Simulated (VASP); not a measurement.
Runs of VASP 6.6.1 on BN. The structure is hexagonal, space group P6_3mc (No. 186). Conventional cell: a = 2.536 Å, b = 2.536 Å, c = 4.199 Å, α = 90.00°, β = 90.00°, γ = 120.00°. B (site symmetry 3m) has 4 N at 1.56 to 1.57 Å within 2.1 Å. Within 2.1 Å of N (site symmetry 3m) lie 4 B at 1.56 to 1.57 Å. 

```csv
k mesh,gap on the mesh (eV),pressure (GPa),largest force (eV/Å)
10 × 10 × 5,(b),-5.5,0.05
6 × 6 × 3,4.97,-5.5,0.05
8 × 8 × 4,5.29,-5.5,0.05
3 × 3 × 2,(a),-3.7,0.20
12 × 12 × 7,4.97,-5.5,0.05
```

Alike in all rows: task single point; level LDA; potentials or basis VASP PAW LDA potentials, release 64 (B, N); no spin polarisation; cell as given; cutoff (eV) 600; smearing gaussian 0.01 eV.

Task: Estimate the missing entries.

Result: (a) 4.91; (b) 5.17.

Caveats: some runs use coarse meshes.

A k mesh can miss the band edges.
